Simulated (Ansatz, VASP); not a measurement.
Two plane-wave programs on ScSbTe4

```
CELL_PARAMETERS angstrom
5.08612 0.00000 0.00000
0.00000 5.08612 0.00000
0.00000 0.00000 7.37875
ATOMIC_POSITIONS crystal
Sc 0.50000 0.50000 0.50000
Sb 0.00000 0.00000 0.00000
Te 0.50000 0.00000 0.73203
Te 0.00000 0.50000 0.26797
Te 0.50000 0.00000 0.26797
Te 0.00000 0.50000 0.73203
```

Change from the starting cell: species swapped into the NaHoF4 type (P4/mmm, No. 123).

Alike in both runs: functional PBE; k mesh 4 × 4 × 4; occupations gaussian, width 0.1 eV; no spin polarisation.

Ansatz relaxed the structure, and its values are those at the end. VASP's run is a single point on that final structure, the one shown.

```csv
,VASP,Ansatz
version,VASP 6.6.1,Ansatz 0.2.0
potentials or method,"VASP PAW PBE potentials, release 64 (Sc_sv, Sb, Te), cutoff 520 eV","scalar-relativistic, plane waves, PAW"
valence electrons in the cell,40,90
```

```csv
,VASP,Ansatz,Ansatz less VASP
gap on the k mesh at the Fermi level (eV),none,none,-
pressure (GPa),0.1,0.1,0.00
rms of the force components (eV/Å),0.004,0.001,-0.0025
```

A gap of «none» marks a metal or a gap that the smearing closes. VASP's potentials hold 40 valence electrons a cell and Ansatz's 90, so a difference there can come from the potentials and not from the codes.

Spin-orbit coupling is off throughout.
